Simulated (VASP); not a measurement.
# MgO (P6_3mc) in VASP: notebook

The runs below take MgO through single point, with PBE.

Everything below comes from runs of VASP 6.6.1. Logs are shortened: lines on timing, memory, paths and dates and some standing lists are left out, and cuts for length are marked.

## 1. The cell of the first run

The structure is hexagonal, space group P6_3mc (No. 186). The conventional cell has a = 3.190 Å, b = 3.190 Å, c = 4.883 Å, α = 90.00°, β = 90.00°, γ = 120.00°. Mg (site symmetry 3m) has 4 O at 1.91 to 1.94 Å within 2.5 Å. O (site symmetry 3m) has 4 Mg at 1.91 to 1.94 Å within 2.5 Å.

## 2. Single point, PBE (strain -3.0%)

Input file INCAR:

```
SYSTEM = MgO
ALGO = Normal
EDIFF = 1E-6
ENCUT = 520
GGA = PE
ISIF = 2
ISMEAR = -1
LASPH = .True.
LCHARG = .False.
LREAL = .False.
LWAVE = .False.
NBANDS = 16
NELM = 80
PREC = Accurate
SIGMA = 0.02
```

Input file KPOINTS:

```
k-points
0
Gamma
  12 12 6
  0 0 0
```

Input file POSCAR:

```
MgO
1.0
    3.1895707112      0.0000000000      0.0000000000
   -1.5947853556      2.7622492631      0.0000000000
    0.0000000000      0.0000000000      4.8833352865
Mg O
2 2
Direct
    0.3333333333      0.6666666667     -0.0107582395
    0.6666666667      0.3333333333      0.4892417605
    0.3333333333      0.6666666667      0.3857582395
    0.6666666667      0.3333333333      0.8857582395
```

Potentials or basis: VASP PAW PBE potentials, release 64 (Mg, O).

Launch:

```
> cat potpaw_PBE.64/Mg/POTCAR potpaw_PBE.64/O/POTCAR > POTCAR
> mpirun -np 1 vasp_std > vasp.out
```

OUTCAR:

```text
SYSTEM = MgO
   EDIFF = 1E-6
   ENCUT = 520
   GGA = PE
   ISIF = 2
   ISMEAR = -1
   LASPH = .True.
   LREAL = .False.
   NELM = 80
   PREC = Accurate

 ion  position               nearest neighbor table
   1  0.333  0.667  0.989-   4 1.91   4 1.91   4 1.91   3 1.94   2 3.06   2 3.06   2 3.06   2 3.06
                             2 3.06   2 3.06
   2  0.667  0.333  0.489-   3 1.91   3 1.91   3 1.91   4 1.94   1 3.06   1 3.06   1 3.06   1 3.06
                             1 3.06   1 3.06
   3  0.333  0.667  0.386-   2 1.91   2 1.91   2 1.91   1 1.94
   4  0.667  0.333  0.886-   1 1.91   1 1.91   1 1.91   2 1.94

  LATTYP: Found a hexagonal cell.
 ALAT       =     3.1895707112
 C/A-ratio  =     1.5310321447

  Lattice vectors:

 A1 = (   3.1895707112,   0.0000000000,   0.0000000000)
 A2 = (  -1.5947853556,   2.7622492631,   0.0000000000)
 A3 = (   0.0000000000,   0.0000000000,   4.8833352865)

Analysis of symmetry for initial positions (statically):
=====================================================================
 Subroutine PRICEL returns:
 Original cell was already a primitive cell.

 Routine SETGRP: Setting up the symmetry group for a
 hexagonal supercell.

 Subroutine GETGRP returns: Found 12 space group operations
 (whereof  6 operations were pure point group operations)
 out of a pool of 24 trial point group operations.

The static configuration has the point symmetry C_3v.
 The point group associated with its full space group is C_6v.

Analysis of symmetry for dynamics (positions and initial velocities):
=====================================================================
 Subroutine PRICEL returns:
 Original cell was already a primitive cell.

 Routine SETGRP: Setting up the symmetry group for a
 hexagonal supercell.

 Subroutine GETGRP returns: Found 12 space group operations
 (whereof  6 operations were pure point group operations)
 out of a pool of 24 trial point group operations.

The dynamic configuration has the point symmetry C_3v.
 The point group associated with its full space group is C_6v.

 Subroutine INISYM returns: Found 12 space group operations
 (whereof  6 operations are pure point group operations),
 and found     1 'primitive' translations

----------------------------------------------------------------------------------------

                                     Primitive cell

  volume of cell :      43.0241

  direct lattice vectors                    reciprocal lattice vectors
     3.189570711  0.000000000  0.000000000     0.313521815  0.181011905  0.000000000
    -1.594785356  2.762249263  0.000000000     0.000000000  0.362023809  0.000000000
     0.000000000  0.000000000  4.883335287     0.000000000  0.000000000  0.204778075

  length of vectors
     3.189570711  3.189570711  4.883335287     0.362023809  0.362023809  0.204778075

  position of ions in fractional coordinates (direct lattice)
     0.333333333  0.666666667  0.989241761
     0.666666667  0.333333333  0.489241761
     0.333333333  0.666666667  0.385758239
     0.666666667  0.333333333  0.885758239

  ion indices of the primitive-cell ions
   primitive index   ion index
                 1           1
                 2           2
                 3           3
                 4           4

----------------------------------------------------------------------------------------

 KPOINTS: k-points

Automatic generation of k-mesh.
 Grid dimensions read from file:
 generate k-points for:   12   12    6

 Generating k-lattice:

  Cartesian coordinates                     Fractional coordinates (reciprocal lattice)
     0.026126818  0.015084325  0.000000000     0.083333333  0.000000000  0.000000000
     0.000000000  0.030168651  0.000000000     0.000000000  0.083333333  0.000000000
     0.000000000  0.000000000  0.034129679     0.000000000  0.000000000  0.166666667

  Length of vectors
     0.030168651  0.030168651  0.034129679

  Shift w.r.t. Gamma in fractional coordinates (k-lattice)
     0.000000000  0.000000000  0.000000000

 Subroutine IBZKPT returns following result:
 ===========================================

 Found     76 irreducible k-points:

 Following reciprocal coordinates:
            Coordinates               Weight
  0.000000  0.000000  0.000000      1.000000
  0.083333  0.000000  0.000000      6.000000
  0.166667  0.000000  0.000000      6.000000
  0.250000 -0.000000  0.000000      6.000000
  0.333333 -0.000000  0.000000      6.000000
  0.416667  0.000000  0.000000      6.000000
[... 16 lines left out ...]
  0.250000 -0.000000  0.166667     12.000000
  0.333333 -0.000000  0.166667     12.000000
 [... further k-points ...]
   k-points           NKPTS =     76   k-points in BZ     NKDIM =     76   number of bands    NBANDS=     16
   number of dos      NEDOS =    301   number of ions     NIONS =      4
   total plane-waves  NPLWV =  20736
   dimension x,y,z NGX =    24 NGY =   24 NGZ =   36
   dimension x,y,z NGXF=    48 NGYF=   48 NGZF=   72
   ions per type =               2   2
   NGX,Y,Z   is equivalent  to a cutoff of  12.51, 12.51, 12.26 a.u.
   NGXF,Y,Z  is equivalent  to a cutoff of  25.02, 25.02, 24.51 a.u.
 SYSTEM =  MgO
   PREC   = accura    normal or accurate (medium, high low for compatibility)
   ISTART =      0    job   : 0-new  1-cont  2-samecut
   ICHARG =      2    charge: 1-file 2-atom 10-const
   ISPIN  =      1    spin polarized calculation?
   LNONCOLLINEAR =      F non collinear calculations
   LSORBIT =      F    spin-orbit coupling
   LASPH  =      T    aspherical Exc in radial PAW
   ENCUT  =  520.0 eV  38.22 Ry    6.18 a.u.   5.93  5.93  9.08*2*pi/ulx,y,z
   NELM   =     80;   NELMIN=  2; NELMDL= -5     # of ELM steps
   EDIFF  = 0.1E-05   stopping-criterion for ELM
   LREAL  =      F    real-space projection
   EDIFFG = 0.1E-04   stopping-criterion for IOM
   NSW    =      0    number of steps for IOM
   IBRION =     -1    ionic relax: 0-MD 1-quasi-New 2-CG
   NFREE  =      0    steps in history (QN), initial steepest desc. (CG)
   ISIF   =      2    stress and relaxation
   ISYM   =      2    0-nonsym 1-usesym 2-fastsym
   POTIM  = 0.5000    time-step for ionic-motion
   TEBEG  =    0.0;   TEEND  =   0.0 temperature during run
   PSTRESS=    0.0 pullay stress
   NELECT =      16.0000    total number of electrons
   NUPDOWN=      -1.0000    fix difference up-down
   EMIN   =  10.00;   EMAX   =-10.00  energy-range for DOS
   EFERMI =   0.00;   METHOD = LEGACY
   ISMEAR =    -1;   SIGMA  =   0.02  broadening in eV -4-tet -1-fermi 0-gaus
   EFERMI_NEDOS =   21; number of points for ismear=-14 and -15
   IALGO  =     38    algorithm
   IMIX   =      4    mixing-type and parameters
     AMIX     =   0.40;   BMIX     =  1.00
     AMIX_MAG =   1.60;   BMIX_MAG =  1.00
  volume/ion in A,a.u.               =      10.76        72.59
  Fermi-wavevector in a.u.,A,eV,Ry     =   1.177274  2.224726 18.857327  1.385974
  Thomas-Fermi vector in A             =   2.313624
   LORBIT       =      0    0 simple, 1 ext, 2 COOP (PROOUT), +10 PAW based schemes
   GGA     = PE    functional components
[... 5 lines left out ...]
 non-spin polarized calculation
  energy-cutoff  :      520.00
  volume of cell :       43.02
 maximum number of plane-waves:      1176
 NGX is ok and might be reduce to    24
   NGX = 11   NGY = 11   NGZ = 19

 number of electron      15.9999997 magnetization

 Free energy of the ion-electron system (eV)
  ---------------------------------------------------
  ext. energy  EPLUGINS =         0.00000000
  ---------------------------------------------------
  free energy    TOTEN  =       -23.25297468 eV

  energy without entropy =      -23.25297468  energy(sigma->0) =      -23.25297468

 E-fermi :   2.1171     XC(G=0): -10.1513

 val. band max:        1.6372571238   @ k =   0.0000   0.0000   0.0000
 cond. band min:       5.6909375922   @ k =   0.0000   0.0000   0.0000
 fundamental gap:      4.0536804683
 Fermi energy:         2.1171139089

 k-point     1 :       0.0000    0.0000    0.0000
  band No.  band energies     occupation
      1     -14.9008      2.00000
      2     -13.9534      2.00000
      3      -1.9118      2.00000
      4       0.8937      2.00000
      5       0.8937      2.00000
      6       1.2187      2.00000
[... 8 lines left out ...]
     15      19.2847      0.00000
     16      19.2847      0.00000

 k-point     2 :       0.0833    0.0000    0.0000
  band No.  band energies     occupation
      1     -14.8583      2.00000
      2     -13.9377      2.00000
      3      -1.8376      2.00000
      4       0.7082      2.00000
      5       0.8414      2.00000
      6       0.9793      2.00000
[... 8 lines left out ...]
     15      19.2126      0.00000
     16      19.3083      0.00000

 k-point     3 :       0.1667    0.0000    0.0000
  band No.  band energies     occupation
      1     -14.7382      2.00000
      2     -13.8970      2.00000
      3      -1.6223      2.00000
      4       0.1508      2.00000
      5       0.5371      2.00000
      6       0.7187      2.00000
[... 8 lines left out ...]
     15      18.3472      0.00000
     16      18.4579      0.00000

 k-point     4 :       0.2500   -0.0000    0.0000
  band No.  band energies     occupation
      1     -14.5620      2.00000
      2     -13.8483      2.00000
      3      -1.2915      2.00000
      4      -0.5373      2.00000
      5       0.0828      2.00000
      6       0.5757      2.00000
[... 8 lines left out ...]
     15      17.6880      0.00000
     16      18.1235      0.00000
[... 324 lines left out ...]
 k-point    22 :       0.1667    0.0000    0.1667
  band No.  band energies     occupation
      1     -14.6854      2.00000
      2     -13.9571      2.00000
      3      -1.5132      2.00000
      4       0.1163      2.00000
      5       0.4820      2.00000
      6       0.7504      2.00000
[... 8 lines left out ...]
     15      18.3271      0.00000
     16      18.3670      0.00000

 k-point    23 :       0.2500   -0.0000    0.1667
  band No.  band energies     occupation
      1     -14.5158      2.00000
      2     -13.8976      2.00000
      3      -1.3043      2.00000
      4      -0.5122      2.00000
      5       0.0861      2.00000
      6       0.6144      2.00000
[... 8 lines left out ...]
     15      17.6903      0.00000
     16      18.1112      0.00000

 k-point    24 :       0.3333   -0.0000    0.1667
  band No.  band energies     occupation
      1     -14.3266      2.00000
      2     -13.8507      2.00000
      3      -1.3464      2.00000
      4      -0.8301      2.00000
      5      -0.1686      2.00000
      6       0.4926      2.00000
[... 8 lines left out ...]
     15      17.2273      0.00000
     16      18.3566      0.00000

 [... further k-points ...]
[... 5 lines left out ...]
  --------------------------------------------------------------------------------------
  -------------------------------------------------------------------------------------
  Total        5.1048473      5.1048473      4.1907300      0.0000000      0.0000000      0.0000000
  in kB      190.0998155    190.0998155    156.0589269      0.0000000      0.0000000      0.0000000
  external PRESSURE =     178.7528526 kB  Pullay stress =       0.0000000 kB

 VOLUME and BASIS-vectors are now :
 -----------------------------------------------------------------------------
  energy-cutoff  :      520.00
  volume of cell :       43.02
      direct lattice vectors                 reciprocal lattice vectors
     3.189570711  0.000000000  0.000000000     0.313521815  0.181011905  0.000000000
    -1.594785356  2.762249263  0.000000000     0.000000000  0.362023809  0.000000000
     0.000000000  0.000000000  4.883335287     0.000000000  0.000000000  0.204778075

 POSITION                                       TOTAL-FORCE (eV/Angst)
 -----------------------------------------------------------------------------------
     -0.00000      1.84150      4.83080         0.000000     -0.000000     -0.014573
      1.59479      0.92075      2.38913        -0.000000      0.000000     -0.014573
     -0.00000      1.84150      1.88379        -0.000000      0.000000      0.014573
      1.59479      0.92075      4.32545         0.000000     -0.000000      0.014573
 -----------------------------------------------------------------------------------
    total drift:                               -0.000000      0.000000      0.001085

  FREE ENERGIE OF THE ION-ELECTRON SYSTEM (eV)
  ---------------------------------------------------
  free  energy   TOTEN  =       -23.2529746793 eV

  energy  without entropy=      -23.2529746793  energy(sigma->0) =      -23.25297468
```

Wall time 35 s (1 thread of Intel Xeon Platinum 8259CL at 2.50GHz (Skylake/Cascade Lake), shared host); peak memory 0.18 GiB.

What came out:

```
Free energy            : -23.2530 eV
Pressure               : 17.9 GPa
Largest force          : 0.015 eV/Å
Band gap on the k mesh : 4.05 eV, direct
```

Forces on the atoms (eV/Å):
```
Mg   0.000  0.000 -0.015
Mg   0.000  0.000 -0.015
O    0.000  0.000  0.015
O    0.000  0.000  0.015
```

Caveat: the cell differs from its parent crystal (strain -3.0%).

## 3. Single point, PBE (strain -2.0%)

Input file INCAR:

```
SYSTEM = MgO
PREC = Accurate
ENCUT = 520
EDIFF = 1E-6
ISMEAR = -1
SIGMA = 0.02
LREAL = .FALSE.
LASPH = .TRUE.
NELM = 100
ALGO = Normal
ISIF = 2
LWAVE = .FALSE.
LCHARG = .TRUE.
GGA = PE
LELF = .TRUE.
LVHAR = .TRUE.
NBANDS = 16
```

Input file KPOINTS:

```
regular mesh
0
G
  12 12 6
  0 0 0
```

Input file POSCAR:

```
MgO
1.0
    3.2224528835      0.0000000000      0.0000000000
   -1.6112264418      2.7907260596      0.0000000000
    0.0000000000      0.0000000000      4.9336789493
Mg O
2 2
Direct
    0.3333333333      0.6666666667     -0.0104844903
    0.6666666667      0.3333333333      0.4895155097
    0.3333333333      0.6666666667      0.3854844903
    0.6666666667      0.3333333333      0.8854844903
```

Potentials or basis: VASP PAW PBE potentials, release 64 (Mg, O).

Launch:

```
> cat potpaw_PBE.64/Mg/POTCAR potpaw_PBE.64/O/POTCAR > POTCAR
> mpirun -np 1 vasp_std > vasp.out
```

Wall time 40 s (1 thread of Intel Xeon Platinum 8259CL at 2.50GHz (Skylake/Cascade Lake), shared host); peak memory 0.19 GiB.

The run converged. Its results:

- Free energy: -23.3813 eV
- Pressure: 12.5 GPa
- Largest force: 0.014 eV/Å
- Band gap on the k mesh: 3.88 eV, direct

Forces on the atoms (eV/Å):
```
Mg   0.000  0.000 -0.014
Mg   0.000  0.000 -0.014
O    0.000  0.000  0.014
O    0.000  0.000  0.014
```

Stress tensor (GPa, compression positive):
```
13.17  0.00  0.00
 0.00 13.17  0.00
 0.00  0.00 11.05
```

Levels at points of the mesh, in eV from the valence-band top:
```csv
k point,band 6,band 7,band 8,band 9,band 10,band 11
"(0.00, 0.00, 0.00)",-0.40,-0.40,0.00,3.88,9.03,10.80
"(0.50, 0.00, 0.00)",-1.27,-0.84,-0.49,8.13,8.34,9.74
"(0.00, 0.00, 0.50)",-0.56,-0.56,-0.56,6.41,6.41,13.72
"(0.50, 0.00, 0.50)",-0.90,-0.74,-0.74,7.67,7.67,11.35
```

Caveat: the cell differs from its parent crystal (strain -2.0%). A k mesh can miss the band edges.

## 4. Single point, PBE (strain -1.0%)

Input file INCAR:

```
SYSTEM = MgO
PREC     = Accurate       ! precision mode
ENCUT    = 520            ! plane-wave cutoff, eV
EDIFF    = 1E-6           ! SCF threshold, eV
ISMEAR   = -1             ! smearing method
SIGMA    = 0.02           ! smearing width, eV
LREAL    = .FALSE.        ! projectors in reciprocal space
LASPH    = .TRUE.         ! aspherical terms in the spheres
NELM     = 100            ! most SCF steps
ALGO     = Normal         ! electronic algorithm
ISIF     = 2              ! what is computed and relaxed
LWAVE    = .FALSE.        ! write WAVECAR
LCHARG   = .FALSE.        ! write CHGCAR
GGA      = PE             ! functional
NBANDS   = 16             ! bands
```

Input file KPOINTS:

```
Automatic mesh
0
G
  12 12 6
  0 0 0
```

Input file POSCAR:

```
MgO
1.0
    3.2553350558      0.0000000000      0.0000000000
   -1.6276675279      2.8192028561      0.0000000000
    0.0000000000      0.0000000000      4.9840226120
Mg O
2 2
Direct
    0.3333333333      0.6666666667     -0.0101892103
    0.6666666667      0.3333333333      0.4898107897
    0.3333333333      0.6666666667      0.3851892103
    0.6666666667      0.3333333333      0.8851892103
```

Launch:

```
> cat potpaw_PBE.64/Mg/POTCAR potpaw_PBE.64/O/POTCAR > POTCAR
> mpirun -np 1 vasp_std > vasp.out
```

Run time: 30 s. Hardware: 1 thread of Intel Xeon Platinum 8259CL at 2.50GHz (Skylake/Cascade Lake), shared host; peak memory 0.19 GiB.

It converged, with:

```
Free energy            : -23.4687 eV
Pressure               : 7.7 GPa
Largest force          : 0.014 eV/Å
Band gap on the k mesh : 3.70 eV, direct
```

Forces on the atoms (eV/Å):
```
Mg   0.000  0.000 -0.014
Mg   0.000  0.000 -0.014
O    0.000  0.000  0.014
O    0.000  0.000  0.014
```

Stress tensor (GPa, compression positive):
```
8.04 0.00 0.00
0.00 8.04 0.00
0.00 0.00 7.01
```

Levels at points of the mesh, in eV from the valence-band top:
```tsv
k point	band 4	band 5	band 6	band 7	band 8	band 9	band 10	band 11	band 12	band 13
(0.00, 0.00, 0.00)	-0.70	-0.70	-0.38	-0.38	0.00	3.70	8.79	10.55	14.52	14.52
(0.50, 0.00, 0.00)	-2.23	-1.75	-1.24	-0.81	-0.47	8.00	8.21	9.51	11.00	13.23
(0.00, 0.00, 0.50)	-2.05	-0.54	-0.54	-0.54	-0.54	6.22	6.22	13.45	13.45	15.03
(0.50, 0.00, 0.50)	-3.17	-0.88	-0.88	-0.72	-0.72	7.55	7.55	11.11	11.11	14.00
```

Caveat: the cell differs from its parent crystal (strain -1.0%). A k mesh can miss the band edges.

## 5. The runs side by side

| cell | gap on the mesh (eV) | pressure (GPa) | largest force (eV/Å) |
| --- | --- | --- | --- |
| a = 3.190, b = 3.190, c = 4.883 Å, angles 90.0, 90.0, 120.0°, 4 atoms | 4.05 | 17.9 | 0.01 |
| a = 3.222, b = 3.222, c = 4.934 Å, angles 90.0, 90.0, 120.0°, 4 atoms | 3.88 | 12.5 | 0.01 |
| a = 3.255, b = 3.255, c = 4.984 Å, angles 90.0, 90.0, 120.0°, 4 atoms | 3.70 | 7.7 | 0.01 |

Alike in all rows: task single point; level PBE; potentials or basis VASP PAW PBE potentials, release 64 (Mg, O); no spin polarisation; k mesh 12 × 12 × 6; cutoff (eV) 520; smearing fermi-dirac 0.02 eV.

Absolute energies hang on the potentials; compare differences alone.
